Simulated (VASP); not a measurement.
Write the native input for VASP 6.6.1 that does the following.

- Task: single point
- Functional: PBE
- Potentials or basis: VASP PAW PBE potentials, release 64 (K_sv, Br)
- Cutoff: 500 eV
- k mesh: 6 × 6 × 6
- Occupations: gaussian, width 0.02 eV
- Spin: no spin polarisation
- Dipole correction: no
- Further INCAR settings: ALGO = Normal; EDIFF = 1e-06; NBANDS = 15

The structure of KBr lies in POSCAR:

```
KBr
1.0
    0.0000000000      3.3460306109      3.3460306109
    3.3460306109      0.0000000000      3.3460306109
    3.3460306109      3.3460306109      0.0000000000
K Br
1 1
Direct
    0.0000000000      0.0000000000      0.0000000000
    0.5000000000      0.5000000000      0.5000000000
```

These files were run (other wordings do the same):

INCAR

```
PREC     = Accurate       # precision mode
ENCUT    = 500            # plane-wave cutoff, eV
EDIFF    = 1E-6           # SCF threshold, eV
ISMEAR   = 0              # smearing method
SIGMA    = 0.02           # smearing width, eV
LREAL    = False          # projectors in reciprocal space
LASPH    = True           # aspherical terms in the spheres
NELM     = 120            # most SCF steps
ALGO     = Normal         # electronic algorithm
ISIF     = 2              # what is computed and relaxed
LWAVE    = False          # write WAVECAR
LCHARG   = False          # write CHGCAR
GGA      = PE             # functional
NBANDS   = 15             # bands
GGA_COMPAT= False
```

KPOINTS

```
regular mesh
0
Gamma
  6 6 6
```

Potentials or basis: VASP PAW PBE potentials, release 64 (K_sv, Br).

The run is started by

```sh
$ cat potpaw_PBE.64/K_sv/POTCAR potpaw_PBE.64/Br/POTCAR > POTCAR
$ mpirun -np 1 vasp_std > vasp.out
```

Results of the run:

```json
{"Pressure": "0.1 GPa", "Band gap on the k mesh": "4.33 eV"}
```

It took 26 s on 1 thread of Intel(R) Xeon(R) Platinum 8375C CPU @ 2.90GHz (Ice Lake), on a shared host, peak memory 0.2 GiB.
